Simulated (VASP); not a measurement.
Set up this calculation in VASP 6.6.1, as the native input.

- Task: single point
- Functional: PBEsol
- Potentials or basis: VASP PAW PBE potentials, release 64 (Be, Te)
- Cutoff: 520 eV
- k mesh: 10 × 10 × 10
- Occupations: gaussian, width 0.05 eV
- Spin: no spin polarisation
- Dipole correction: no
- Further INCAR settings: ALGO = Normal; EDIFF = 1e-07; NBANDS = 11

The structure of BeTe lies in POSCAR:

```
BeTe
1.0
    0.0000000000      2.7700007385      2.7700007385
    2.7700007385      0.0000000000      2.7700007385
    2.7700007385      2.7700007385      0.0000000000
Be Te
1 1
Direct
    0.0000000000      0.0000000000      0.0000000000
    0.7500000000      0.7500000000      0.7500000000
```

The input as run:

INCAR

```
SYSTEM = BeTe
ALGO = Normal ; EDIFF = 1E-7
ENCUT = 520 ; GGA = PS
ISIF = 2 ; ISMEAR = 0
LASPH = .True. ; LCHARG = .False.
LREAL = .False. ; LWAVE = .False.
NBANDS = 11 ; NELM = 80
PREC = Accurate ; SIGMA = 0.05
```

KPOINTS

```
k-points
0
Gamma
  10 10 10
  0 0 0
```

Potentials or basis: VASP PAW PBE potentials, release 64 (Be, Te).

Launch:

```bash
$ cat potpaw_PBE.64/Be/POTCAR potpaw_PBE.64/Te/POTCAR > POTCAR
$ mpirun -np 1 vasp_std > vasp.out
```

It gave:

```
Pressure               : 2.5 GPa
Band gap on the k mesh : 1.73 eV, indirect (least direct gap 3.55 eV)
```

Caveat: the PAW data sets were made with another functional, which shifts forces and pressure a little; spin-orbit coupling is left out, which moves the levels of the heavy elements.

It took 10 s on 1 thread of Intel(R) Xeon(R) 6975P-C (Granite Rapids), with other jobs on the host, peak memory 0.17 GiB.
